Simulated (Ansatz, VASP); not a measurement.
**Two plane-wave programs on Ir**

POSCAR

```
Ir
1.0
    0.0000000000      2.0854598384      1.6266586740
    2.0854598384      0.0000000000      1.6266586740
    2.0854598384      2.0854598384      0.0000000000
Ir
1
Direct
    0.0000000000      0.0000000000      0.0000000000
```

The input INCAR.step1:

```
PREC = Accurate
ENCUT = 520
ISMEAR = 0
SIGMA = 0.15
LREAL = False
LASPH = True
NELM = 100
NBANDS = 10
GGA = PE
ALGO = Normal
EDIFF = 1E-4
LWAVE = True
LCHARG = False
```

The input INCAR.step2:

```
PREC = Accurate
ENCUT = 520
EDIFF = 1E-6
ISMEAR = 0
SIGMA = 0.15
LREAL = False
LASPH = True
NELM = 100
ALGO = Normal
ISIF = 2
LWAVE = False
LCHARG = True
METAGGA = R2SCAN
LMIXTAU = True
LELF = True
LVHAR = True
NBANDS = 10
ISTART = 1
```

The input KPOINTS:

```
regular mesh
0
Gamma
  24 24 24
```

Input for Ansatz:

```yaml
crystal:
  lattice:
    - [0.0, 2.0854598384, 1.626658674]
    - [2.0854598384, 0.0, 1.626658674]
    - [2.0854598384, 2.0854598384, 0.0]
  atoms:
    - { symbol: Ir, position: [0.0, 0.0, 0.0] }
basis:
  ecutwfc: 500
kpoints:
  mp_grid: { grid: [24, 24, 24] }
hamiltonian:
  xc: r2scan
scf:
  occupations: { method: gaussian, width: 0.15 }
output:
  forces: true
  stress: true
  eigenvalues: true
  write_density: true
  write_potential: true
  elf: true
  volumetric_format: npy
```

Alike in both runs: task single point; functional r2SCAN; k mesh 24 × 24 × 24; occupations gaussian, width 0.15 eV; no spin polarisation.

|  | VASP | Ansatz |
| --- | --- | --- |
| version | VASP 6.6.1 | Ansatz 0.2.0 |
| potentials or method | VASP PAW PBE potentials, release 64 (Ir), cutoff 520 eV | scalar-relativistic, plane waves, PAW |
| valence electrons in the cell | 9 | 17 |

|  | VASP | Ansatz | Ansatz less VASP |
| --- | --- | --- | --- |
| gap on the k mesh at the Fermi level (eV) | none | none | - |
| pressure (GPa) | 13.9 | 11.2 | -2.76 |
| traceless stress, the component that is largest in VASP (GPa) | 33.51 | 33.61 | +0.098 |

VASP's potentials were made for PBE, not for r2SCAN. A gap of «none» marks a metal or a gap that the smearing closes. VASP's potentials hold 9 valence electrons a cell and Ansatz's 17, so a difference there can come from the potentials and not from the codes.

Neither program's run includes spin-orbit coupling.
